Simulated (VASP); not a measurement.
# SiC (Moissanite 3C) in VASP: a series of runs

Runs on SiC (Moissanite 3C). Level: PBE. Tasks: single point.

All numbers are computed with VASP 6.6.1; they aren't measurements. Logs are shortened: lines on timing, memory, paths and dates and some standing lists are left out, and cuts for length are marked.

**1. The cell of the first run**

The structure is cubic, space group F-43m (No. 216). Conventional cell: a = 4.358 Å, b = 4.358 Å, c = 4.358 Å, α = 90.00°, β = 90.00°, γ = 90.00°. Within 2.5 Å of Si (site symmetry -43m) lie 4 C at 1.89 Å. C (site symmetry -43m) has 4 Si at 1.89 Å within 2.5 Å.

**2. Single point, PBE**

Input file INCAR:

```
SYSTEM = SiC
PREC = Accurate
ENCUT = 520
EDIFF = 1E-6
ISMEAR = -1
SIGMA = 0.05
LREAL = .FALSE.
LASPH = .TRUE.
NELM = 80
ALGO = Normal
ISIF = 2
LWAVE = .FALSE.
LCHARG = .FALSE.
GGA = PE
NBANDS = 11
```

Input file KPOINTS:

```
Automatic mesh
0
G
  10 10 10
  0 0 0
```

Input file POSCAR:

```
SiC
1.0
    0.0000000000      2.1790000000      2.1790000000
    2.1790000000      0.0000000000      2.1790000000
    2.1790000000      2.1790000000      0.0000000000
Si C
1 1
Direct
    0.0000000000      0.0000000000      0.0000000000
    0.7500000000      0.7500000000      0.7500000000
```

Potentials or basis: VASP PAW PBE potentials, release 64 (Si, C).

Launch:

```bash
cat potpaw_PBE.64/Si/POTCAR potpaw_PBE.64/C/POTCAR > POTCAR
mpirun -np 1 vasp_std > vasp.out
```

OUTCAR:

```text
SYSTEM = SiC
   PREC = Accurate
   ENCUT = 520
   EDIFF = 1E-6
   ISMEAR = -1
   LREAL = .FALSE.
   LASPH = .TRUE.
   NELM = 80
   ISIF = 2
   GGA = PE

 ion  position               nearest neighbor table
   1  0.000  0.000  0.000-   2 1.89   2 1.89   2 1.89   2 1.89
   2  0.750  0.750  0.750-   1 1.89   1 1.89   1 1.89   1 1.89

  LATTYP: Found a face centered cubic cell.
 ALAT       =     4.3580000000

  Lattice vectors:

 A1 = (   0.0000000000,   2.1790000000,   2.1790000000)
 A2 = (   2.1790000000,   0.0000000000,   2.1790000000)
 A3 = (   2.1790000000,   2.1790000000,   0.0000000000)

Analysis of symmetry for initial positions (statically):
=====================================================================
 Subroutine PRICEL returns:
 Original cell was already a primitive cell.

 Routine SETGRP: Setting up the symmetry group for a
 face centered cubic supercell.

 Subroutine GETGRP returns: Found 24 space group operations
 (whereof 24 operations were pure point group operations)
 out of a pool of 48 trial point group operations.

The static configuration has the point symmetry T_d .

Analysis of symmetry for dynamics (positions and initial velocities):
=====================================================================
 Subroutine PRICEL returns:
 Original cell was already a primitive cell.

 Routine SETGRP: Setting up the symmetry group for a
 face centered cubic supercell.

 Subroutine GETGRP returns: Found 24 space group operations
 (whereof 24 operations were pure point group operations)
 out of a pool of 48 trial point group operations.

The dynamic configuration has the point symmetry T_d .

 Subroutine INISYM returns: Found 24 space group operations
 (whereof 24 operations are pure point group operations),
 and found     1 'primitive' translations

----------------------------------------------------------------------------------------

                                     Primitive cell

  volume of cell :      20.6920

  direct lattice vectors                    reciprocal lattice vectors
     0.000000000  2.179000000  2.179000000    -0.229463056  0.229463056  0.229463056
     2.179000000  0.000000000  2.179000000     0.229463056 -0.229463056  0.229463056
     2.179000000  2.179000000  0.000000000     0.229463056  0.229463056 -0.229463056

  length of vectors
     3.081571352  3.081571352  3.081571352     0.397441672  0.397441672  0.397441672

  position of ions in fractional coordinates (direct lattice)
     0.000000000  0.000000000  0.000000000
     0.750000000  0.750000000  0.750000000

  ion indices of the primitive-cell ions
   primitive index   ion index
                 1           1
                 2           2

----------------------------------------------------------------------------------------

 KPOINTS: Automatic mesh

Automatic generation of k-mesh.
 Grid dimensions read from file:
 generate k-points for:   10   10   10

 Generating k-lattice:

  Cartesian coordinates                     Fractional coordinates (reciprocal lattice)
    -0.022946306  0.022946306  0.022946306     0.100000000  0.000000000  0.000000000
     0.022946306 -0.022946306  0.022946306     0.000000000  0.100000000  0.000000000
     0.022946306  0.022946306 -0.022946306     0.000000000  0.000000000  0.100000000

  Length of vectors
     0.039744167  0.039744167  0.039744167

  Shift w.r.t. Gamma in fractional coordinates (k-lattice)
     0.000000000  0.000000000  0.000000000

 Subroutine IBZKPT returns following result:
 ===========================================

 Found     47 irreducible k-points:

 Following reciprocal coordinates:
            Coordinates               Weight
  0.000000  0.000000  0.000000      1.000000
  0.100000  0.000000  0.000000      8.000000
  0.200000  0.000000  0.000000      8.000000
  0.300000  0.000000  0.000000      8.000000
  0.400000  0.000000  0.000000      8.000000
  0.500000  0.000000  0.000000      4.000000
[... 16 lines left out ...]
  0.300000  0.300000  0.000000      6.000000
  0.400000  0.300000  0.000000     24.000000
 [... further k-points ...]
   k-points           NKPTS =     47   k-points in BZ     NKDIM =     47   number of bands    NBANDS=     11
   number of dos      NEDOS =    301   number of ions     NIONS =      2
   total plane-waves  NPLWV =  13824
   dimension x,y,z NGX =    24 NGY =   24 NGZ =   24
   dimension x,y,z NGXF=    48 NGYF=   48 NGZF=   48
   ions per type =               1   1
   NGX,Y,Z   is equivalent  to a cutoff of  12.95, 12.95, 12.95 a.u.
   NGXF,Y,Z  is equivalent  to a cutoff of  25.90, 25.90, 25.90 a.u.
 SYSTEM =  SiC
   PREC   = accura    normal or accurate (medium, high low for compatibility)
   ISTART =      0    job   : 0-new  1-cont  2-samecut
   ICHARG =      2    charge: 1-file 2-atom 10-const
   ISPIN  =      1    spin polarized calculation?
   LNONCOLLINEAR =      F non collinear calculations
   LSORBIT =      F    spin-orbit coupling
[... 31 lines left out ...]
   IVDW    =     0    specifies the selected vdW correction
   LEPSILON=     F    determine dielectric tensor
   LRPA    =     F    only Hartree local field effects (RPA)
 non-spin polarized calculation
  energy-cutoff  :      520.00
  volume of cell :       20.69
 maximum number of plane-waves:       568
   NGX = 11   NGY = 11   NGZ = 11

 number of electron       8.0000001 magnetization

 Free energy of the ion-electron system (eV)
  ---------------------------------------------------
  ext. energy  EPLUGINS =         0.00000000
  ---------------------------------------------------
  free energy    TOTEN  =       -15.05771943 eV

  energy without entropy =      -15.05771941  energy(sigma->0) =      -15.05771942

 E-fermi :   8.8048     XC(G=0): -11.3563

 val. band max:        8.1069799098   @ k =   0.0000   0.0000   0.0000
 cond. band min:       9.4638050963   @ k =   0.5000   0.5000   0.0000
 fundamental gap:      1.3568251865
 Fermi energy:         8.8047932579

 k-point     1 :       0.0000    0.0000    0.0000
  band No.  band energies     occupation
      1      -7.2963      2.00000
      2       8.1070      2.00000
      3       8.1070      2.00000
      4       8.1070      2.00000
      5      14.3408      0.00000
      6      15.4143      0.00000
      7      15.4143      0.00000
      8      15.4143      0.00000
      9      22.6135      0.00000
     10      22.6135      0.00000
     11      24.5874      0.00000

 k-point     2 :       0.1000    0.0000    0.0000
  band No.  band energies     occupation
      1      -7.1010      2.00000
      2       7.0986      2.00000
      3       7.9733      2.00000
      4       7.9733      2.00000
      5      14.6020      0.00000
      6      15.6576      0.00000
      7      15.6576      0.00000
      8      15.6889      0.00000
      9      21.6672      0.00000
     10      21.6672      0.00000
     11      24.3907      0.00000

 k-point     3 :       0.2000    0.0000    0.0000
  band No.  band energies     occupation
      1      -6.5236      2.00000
      2       4.9795      2.00000
      3       7.6666      2.00000
      4       7.6666      2.00000
      5      14.3119      0.00000
      6      16.0169      0.00000
      7      16.0169      0.00000
      8      16.8901      0.00000
      9      21.0035      0.00000
     10      21.0035      0.00000
     11      23.5026      0.00000

 k-point     4 :       0.3000    0.0000    0.0000
  band No.  band energies     occupation
      1      -5.5998      2.00000
      2       2.6675      2.00000
      3       7.3506      2.00000
      4       7.3506      2.00000
      5      13.9027      0.00000
      6      15.8792      0.00000
      7      15.8792      0.00000
      8      17.8630      0.00000
      9      21.8246      0.00000
     10      21.8246      0.00000
     11      23.2385      0.00000
[... 239 lines left out ...]
 k-point    22 :      -0.2000    0.2000    0.0000
  band No.  band energies     occupation
      1      -5.2899      2.00000
      2       3.3070      2.00000
      3       4.8905      2.00000
      4       7.4598      2.00000
      5      14.6693      0.00000
      6      16.1136      0.00000
      7      16.4854      0.00000
      8      17.2674      0.00000
      9      19.6347      0.00000
     10      23.5314      0.00000
     11      27.2644      0.00000

 k-point    23 :       0.3000    0.3000    0.0000
  band No.  band energies     occupation
      1      -5.0240      2.00000
      2       3.7491      2.00000
      3       5.7448      2.00000
      4       5.7448      2.00000
      5      11.2751      0.00000
      6      13.7201      0.00000
      7      19.6413      0.00000
      8      19.6413      0.00000
      9      20.5206      0.00000
     10      25.1981      0.00000
     11      29.7896      0.00000

 k-point    24 :       0.4000    0.3000    0.0000
  band No.  band energies     occupation
      1      -4.1553      2.00000
      2       2.5270      2.00000
      3       4.9559      2.00000
      4       5.4825      2.00000
      5      10.9767      0.00000
      6      13.7315      0.00000
      7      19.7291      0.00000
      8      20.0393      0.00000
      9      21.8759      0.00000
     10      26.1840      0.00000
     11      29.3669      0.00000

 [... further k-points ...]
[... 5 lines left out ...]
  --------------------------------------------------------------------------------------
  -------------------------------------------------------------------------------------
  Total        0.4149903      0.4149903      0.4149903      0.0000000      0.0000000     -0.0000000
  in kB       32.1326713     32.1326713     32.1326713      0.0000000      0.0000000     -0.0000000
  external PRESSURE =      32.1326713 kB  Pullay stress =       0.0000000 kB

 VOLUME and BASIS-vectors are now :
 -----------------------------------------------------------------------------
  energy-cutoff  :      520.00
  volume of cell :       20.69
      direct lattice vectors                 reciprocal lattice vectors
     0.000000000  2.179000000  2.179000000    -0.229463056  0.229463056  0.229463056
     2.179000000  0.000000000  2.179000000     0.229463056 -0.229463056  0.229463056
     2.179000000  2.179000000  0.000000000     0.229463056  0.229463056 -0.229463056

 POSITION                                       TOTAL-FORCE (eV/Angst)
 -----------------------------------------------------------------------------------
      0.00000      0.00000      0.00000         0.000000      0.000000      0.000000
      3.26850      3.26850      3.26850        -0.000000     -0.000000     -0.000000
 -----------------------------------------------------------------------------------
    total drift:                               -0.000000     -0.000000     -0.000000

  FREE ENERGIE OF THE ION-ELECTRON SYSTEM (eV)
  ---------------------------------------------------
  free  energy   TOTEN  =       -15.0577194297 eV

  energy  without entropy=      -15.0577194126  energy(sigma->0) =      -15.05771942
```

It took 16 s on 1 thread of AMD EPYC 7R43 (Zen 3), shared host; peak memory 0.1 GiB.

Results:

```yaml
Free_energy: -15.0577 eV
Pressure: 3.2 GPa
Band_gap_on_the_k_mesh: 1.36 eV, indirect (least direct gap 4.54 eV)
```

Levels at points of the mesh, in eV from the valence-band top:
| k point | band 1 | band 2 | band 3 | band 4 | band 5 | band 6 | band 7 | band 8 |
| --- | --- | --- | --- | --- | --- | --- | --- | --- |
| (0.00, 0.00, 0.00) | -15.40 | 0.00 | 0.00 | 0.00 | 6.23 | 7.31 | 7.31 | 7.31 |
| (0.50, 0.00, 0.00) | -11.84 | -8.53 | -1.05 | -1.05 | 5.43 | 7.23 | 7.23 | 10.05 |
| (0.50, 0.50, 0.00) | -10.39 | -7.79 | -3.18 | -3.18 | 1.36 | 4.32 | 14.04 | 14.04 |

A k mesh can miss the band edges. PBE gaps usually lie below the measured ones, often by a third to a half.

**3. Single point, PBE**

This run uses another cell than the first one, of 10.14 Å³/atom, 0.980 times its volume.

Input file INCAR:

```
SYSTEM = SiC
  PREC = Accurate
  ENCUT = 520
  EDIFF = 1E-6
  ISMEAR = -1
  SIGMA = 0.05
  LREAL = .False.
  LASPH = .True.
  NELM = 60
  ALGO = Normal
  ISIF = 2
  LWAVE = .False.
  LCHARG = .True.
  GGA = PE
  LELF = .True.
  LVHAR = .True.
  NBANDS = 11
```

Input file KPOINTS:

```
Automatic mesh
0
Gamma
  10 10 10
  0 0 0
```

Input file POSCAR:

```
SiC
1.0
    0.0000000000      2.1643753983      2.1643753983
    2.1643753983      0.0000000000      2.1643753983
    2.1643753983      2.1643753983      0.0000000000
Si C
1 1
Direct
    0.0000000000      0.0000000000      0.0000000000
    0.7500000000      0.7500000000      0.7500000000
```

Potentials or basis: VASP PAW PBE potentials, release 64 (Si, C).

Launch:

```bash
cat potpaw_PBE.64/Si/POTCAR potpaw_PBE.64/C/POTCAR > POTCAR
mpirun -np 1 vasp_std > vasp.out
```

Run time: 16 s. Hardware: 1 thread of AMD EPYC 7R43 (Zen 3), shared host; peak memory 0.1 GiB.

The run converged. Its results:

```
Free energy            : -15.0433 eV
Pressure               : 7.9 GPa
Band gap on the k mesh : 1.34 eV, indirect (least direct gap 4.56 eV)
```

Levels at points of the mesh, in eV from the valence-band top:
```
           k point  band 1  band 2  band 3  band 4  band 5  band 6  band 7  band 8
(0.00, 0.00, 0.00)  -15.56    0.00    0.00    0.00    6.47    7.45    7.45    7.45
(0.50, 0.00, 0.00)  -11.92   -8.65   -1.06   -1.06    5.62    7.31    7.31   10.17
(0.50, 0.50, 0.00)  -10.45   -7.86   -3.22   -3.22    1.34    4.39   14.27   14.27
```

A k mesh can miss the band edges.

**4. Single point, PBE**

This run uses another cell than the first one, of 10.76 Å³/atom, 1.040 times its volume.

Input file INCAR:

```
SYSTEM = SiC
PREC = Accurate
ENCUT = 520
EDIFF = 1E-6
ISMEAR = -1
SIGMA = 0.05
LREAL = .FALSE.
LASPH = .TRUE.
NELM = 80
ALGO = Normal
ISIF = 2
LWAVE = .FALSE.
LCHARG = .FALSE.
GGA = PE
NBANDS = 11
```

Input file KPOINTS:

```
Automatic mesh
0
G
  10 10 10
  0 0 0
```

Input file POSCAR:

```
SiC
1.0
    0.0000000000      2.2076743409      2.2076743409
    2.2076743409      0.0000000000      2.2076743409
    2.2076743409      2.2076743409      0.0000000000
Si C
1 1
Direct
    0.0000000000      0.0000000000      0.0000000000
    0.7500000000      0.7500000000      0.7500000000
```

Launch:

```bash
cat potpaw_PBE.64/Si/POTCAR potpaw_PBE.64/C/POTCAR > POTCAR
mpirun -np 1 vasp_std > vasp.out
```

It took 17 s on 1 thread of AMD EPYC 7R43 (Zen 3), shared host; peak memory 0.09 GiB.

It converged, with:

```yaml
Free_energy: -15.0527 eV
Pressure: -5.0 GPa
Band_gap_on_the_k_mesh: 1.39 eV, indirect (least direct gap 4.50 eV)
```

Levels at points of the mesh, in eV from the valence-band top:
| k point | band 1 | band 2 | band 3 | band 4 | band 5 | band 6 | band 7 | band 8 | band 9 |
| --- | --- | --- | --- | --- | --- | --- | --- | --- | --- |
| (0.00, 0.00, 0.00) | -15.10 | 0.00 | 0.00 | 0.00 | 5.78 | 7.04 | 7.04 | 7.04 | 14.28 |
| (0.50, 0.00, 0.00) | -11.68 | -8.32 | -1.04 | -1.04 | 5.08 | 7.07 | 7.07 | 9.84 | 15.74 |
| (0.50, 0.50, 0.00) | -10.26 | -7.67 | -3.11 | -3.11 | 1.39 | 4.19 | 13.58 | 13.58 | 14.27 |

**5. Single point, PBE**

Input file INCAR:

```
SYSTEM = SiC
ALGO = Normal
EDIFF = 1E-6
ENCUT = 520
GGA = PE
ISIF = 2
ISMEAR = 0
LASPH = .TRUE.
LCHARG = .FALSE.
LREAL = .FALSE.
LWAVE = .FALSE.
NBANDS = 11
NELM = 100
PREC = Accurate
SIGMA = 0.017
```

Input file KPOINTS:

```
k-points
0
G
  10 10 10
  0 0 0
```

Input file POSCAR:

```
SiC
1.0
    0.0000000000      2.1790000000      2.1790000000
    2.1790000000      0.0000000000      2.1790000000
    2.1790000000      2.1790000000      0.0000000000
Si C
1 1
Direct
    0.0000000000      0.0000000000      0.0000000000
    0.7500000000      0.7500000000      0.7500000000
```

Launch:

```bash
cat potpaw_PBE.64/Si/POTCAR potpaw_PBE.64/C/POTCAR > POTCAR
mpirun -np 1 vasp_std > vasp.out
```

Run time: 6.4 s. Hardware: 1 thread of Intel Xeon Platinum 8259CL at 2.50GHz (Skylake/Cascade Lake), shared host; peak memory 0.13 GiB.

The run converged. Its results:

- Free energy: -15.0577 eV
- Pressure: 3.2 GPa
- Band gap on the k mesh: 1.36 eV, indirect (least direct gap 4.54 eV)

Levels at points of the mesh, in eV from the valence-band top:
```tsv
k point	band 1	band 2	band 3	band 4	band 5	band 6	band 7	band 8	band 9
(0.00, 0.00, 0.00)	-15.40	0.00	0.00	0.00	6.23	7.31	7.31	7.31	14.51
(0.50, 0.00, 0.00)	-11.84	-8.53	-1.05	-1.05	5.43	7.23	7.23	10.05	16.20
(0.50, 0.50, 0.00)	-10.39	-7.79	-3.18	-3.18	1.36	4.32	14.04	14.04	14.79
```

A k mesh can miss the band edges.

**6. Single point, PBE (the cell strained at random)**

Input file INCAR:

```
SYSTEM = SiC
PREC = Accurate ; ENCUT = 520
EDIFF = 1E-6 ; ISMEAR = -1
SIGMA = 0.05 ; LREAL = .False.
LASPH = .True. ; NELM = 80
ALGO = Normal ; ISIF = 2
LWAVE = .False. ; LCHARG = .False.
GGA = PE ; NBANDS = 11
```

Input file KPOINTS:

```
Automatic mesh
0
Gamma
  8 8 8
  0 0 0
```

Input file POSCAR:

```
SiC
1.0
    0.0157230000      2.1556780000      2.1735120000
    2.2008970000      0.0257190000      2.1635160000
    2.2350140000      2.1797990000     -0.0083980000
Si C
1 1
Direct
    0.0000000000      0.0000000000      0.0000000000
    0.7500000000      0.7500000000      0.7500000000
```

Potentials or basis: VASP PAW PBE potentials, release 64 (Si, C).

Launch:

```bash
cat potpaw_PBE.64/Si/POTCAR potpaw_PBE.64/C/POTCAR > POTCAR
mpirun -np 1 vasp_std > vasp.out
```

Run time: 16 s. Hardware: 1 thread of Intel Xeon 6975P-C (Granite Rapids), shared host; peak memory 0.17 GiB.

Results (log left out):

```
Free energy            : -15.0406 eV
Pressure               : 3.3 GPa
Largest force          : 0.204 eV/Å
Band gap on the k mesh : 1.16 eV, indirect (least direct gap 4.35 eV)
```

Forces on the atoms (eV/Å):
```
Si  -0.020  0.071 -0.191
C    0.020 -0.071  0.191
```

Stress tensor (GPa, compression positive):
```
-0.40 -6.24  2.28
-6.24  6.19 -0.28
 2.28 -0.28  4.17
```

Levels at points of the mesh, in eV from the valence-band top:
```
           k point  band 1  band 2  band 3  band 4  band 5  band 6  band 7  band 8
(0.00, 0.00, 0.00)  -15.50   -0.22   -0.08    0.00    6.00    6.96    7.27    7.53
(0.50, 0.00, 0.00)  -11.88   -8.62   -1.33   -1.05    5.18    6.91    7.30    9.94
(0.00, 0.50, 0.00)  -11.81   -8.61   -1.38   -1.10    5.03    6.83    7.24    9.90
(0.50, 0.50, 0.00)  -10.47   -7.86   -3.49   -3.13    1.21    4.20   13.51   14.32
(0.00, 0.00, 0.50)  -12.05   -8.66   -1.19   -0.93    5.52    7.12    7.43   10.02
(0.50, 0.00, 0.50)  -10.40   -7.75   -3.47   -3.33    1.16    4.03   13.55   14.15
(0.00, 0.50, 0.50)  -10.59   -8.07   -3.14   -3.12    1.39    4.47   13.83   13.98
(0.50, 0.50, 0.50)  -12.00   -8.65   -1.24   -0.97    5.39    6.96    7.48   10.00
```

Caveat: the cell differs from its parent crystal (the cell strained at random).

**7. The runs side by side**

| cell | k mesh | smearing | gap on the mesh (eV) | pressure (GPa) |
| --- | --- | --- | --- | --- |
| a = 3.082 Å, angles 60.0°, 2 atoms | 10 × 10 × 10 | fermi-dirac 0.05 eV | 1.36 | 3.2 |
| a = 3.061 Å, angles 60.0°, 2 atoms | 10 × 10 × 10 | fermi-dirac 0.05 eV | 1.34 | 7.9 |
| a = 3.122 Å, angles 60.0°, 2 atoms | 10 × 10 × 10 | fermi-dirac 0.05 eV | 1.39 | -5.0 |
| a = 3.082 Å, angles 60.0°, 2 atoms | 10 × 10 × 10 | gaussian 0.017 eV | 1.36 | 3.2 |
| a = 3.061, b = 3.086, c = 3.122 Å, angles 59.0, 60.4, 59.5°, 2 atoms | 8 × 8 × 8 | fermi-dirac 0.05 eV | 1.16 | 3.3 |

Alike in all rows: task single point; level PBE; potentials or basis VASP PAW PBE potentials, release 64 (Si, C); no spin polarisation; cutoff (eV) 520.

Total energies depend on the potentials used, so only differences within one code and one set of settings carry meaning.
